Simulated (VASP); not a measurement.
Set up this calculation in VASP 6.6.1, as the native input.

```
Task                   : single point
Functional             : r2SCAN
Potentials or basis    : VASP PAW PBE potentials, release 64 (K_sv, Mg, P)
Cutoff                 : 520 eV
k mesh                 : 8 × 8 × 8
Occupations            : gaussian, width 0.0638 eV
Spin                   : no spin polarisation
Dipole correction      : no
Further INCAR settings : ALGO = Normal; EDIFF = 1e-06; NBANDS = 21
```

KMgP3:

```
K Mg P
1.0
     4.32367    0.00000    0.00000
     0.00000    4.32367    0.00000
     0.00000    0.00000    4.32367
K Mg P
1 1 3
Direct
  0.50000 0.50000 0.50000
  0.00000 0.00000 0.00000
  0.50000 0.00000 0.00000
  0.00000 0.50000 0.00000
  0.00000 0.00000 0.50000
```

These files were run (other wordings do the same):

POSCAR

```
KMgP3
1.0
    4.3236680000      0.0000000000      0.0000000000
    0.0000000000      4.3236680000      0.0000000000
    0.0000000000      0.0000000000      4.3236680000
K Mg P
1 1 3
Direct
    0.5000000000      0.5000000000      0.5000000000
    0.0000000000      0.0000000000      0.0000000000
    0.5000000000      0.0000000000      0.0000000000
    0.0000000000      0.5000000000      0.0000000000
    0.0000000000      0.0000000000      0.5000000000
```

INCAR.step1

```
SYSTEM = KMgP3
PREC = Accurate
ENCUT = 520
ISMEAR = 0
SIGMA = 0.0638
LREAL = .False.
LASPH = .True.
NELM = 100
NBANDS = 21
GGA = PE
ALGO = Normal
EDIFF = 1E-4
LWAVE = .True.
LCHARG = .False.
```

INCAR.step2

```
SYSTEM = KMgP3
PREC = Accurate
ENCUT = 520
EDIFF = 1E-6
ISMEAR = 0
SIGMA = 0.0638
LREAL = .False.
LASPH = .True.
NELM = 100
ALGO = Normal
ISIF = 2
LWAVE = .False.
LCHARG = .True.
METAGGA = R2SCAN
LMIXTAU = .True.
LELF = .True.
LVHAR = .True.
NBANDS = 21
ISTART = 1
```

KPOINTS

```
regular mesh
0
Gamma
  8 8 8
  0 0 0
```

Potentials or basis: VASP PAW PBE potentials, release 64 (K_sv, Mg, P).

Run with:

```sh
$ cat potpaw_PBE.64/K_sv/POTCAR potpaw_PBE.64/Mg/POTCAR potpaw_PBE.64/P/POTCAR > POTCAR
$ cp INCAR.step1 INCAR
$ mpirun -np 1 vasp_std > vasp.out
$ cp INCAR.step2 INCAR
$ mpirun -np 1 vasp_std > vasp.out
```

It gave:

```json
{
  "Pressure": "35.5 GPa",
  "Band gap on the k mesh": "zero (band 13 reaches 6.93 eV, above the bottom of band 14 at 4.89 eV)"
}
```

Caveat: the PAW data sets were made with another functional, which shifts forces and pressure a little.

Wall time 110 s on 1 thread of Intel(R) Xeon(R) Platinum 8259CL CPU @ 2.50GHz (Skylake/Cascade Lake) (shared host), peak memory 0.22 GiB.
